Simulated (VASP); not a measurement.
Wanted: the native input for a VASP 6.6.1 run.

```yaml
Task: single point
Functional: LDA
Potentials_or_basis: VASP PAW LDA potentials, release 64 (Si)
Cutoff: 520 eV
k_mesh: 12 × 12 × 12
Occupations: gaussian, width 0.05 eV
Spin: no spin polarisation
Dipole_correction: no
Further_INCAR_settings: ALGO = Normal; EDIFF = 1e-06; NBANDS = 11
```

The structure of Si lies in POSCAR:

```
Si
1.0
    0.0000000000      2.8797645096      2.4895564185
    2.8797645096      0.0000000000      2.4895564185
    2.8797645096      2.8797645096      0.0000000000
Si
2
Direct
    0.5000000000      0.5000000000      0.5000000000
    0.7500000000      0.7500000000      0.7500000000
```

This cell differs from its parent crystal: volume 20.646 Å^3 an atom, c/a of the conventional cell 0.8645.

These files were run (other wordings do the same):

INCAR

```
SYSTEM = Si
ALGO = Normal
EDIFF = 1E-6
ENCUT = 520
ISIF = 2
ISMEAR = 0
LASPH = .TRUE.
LCHARG = .FALSE.
LREAL = .FALSE.
LWAVE = .FALSE.
NBANDS = 11
NELM = 60
PREC = Accurate
SIGMA = 0.05
```

KPOINTS

```
k-points
0
G
  12 12 12
  0 0 0
```

Potentials or basis: VASP PAW LDA potentials, release 64 (Si).

The run is started by

```console
$ cat potpaw_LDA.64/Si/POTCAR > POTCAR
$ mpirun -np 1 vasp_std > vasp.out
```

It gave:

- Pressure: -4.8 GPa
- Band gap on the k mesh: zero (band 4 reaches 6.06 eV, above the bottom of band 5 at 5.18 eV)

Wall time 39 s on 1 thread of Intel(R) Xeon(R) Platinum 8259CL CPU @ 2.50GHz (Skylake/Cascade Lake), with other jobs on the host, peak memory 0.17 GiB.
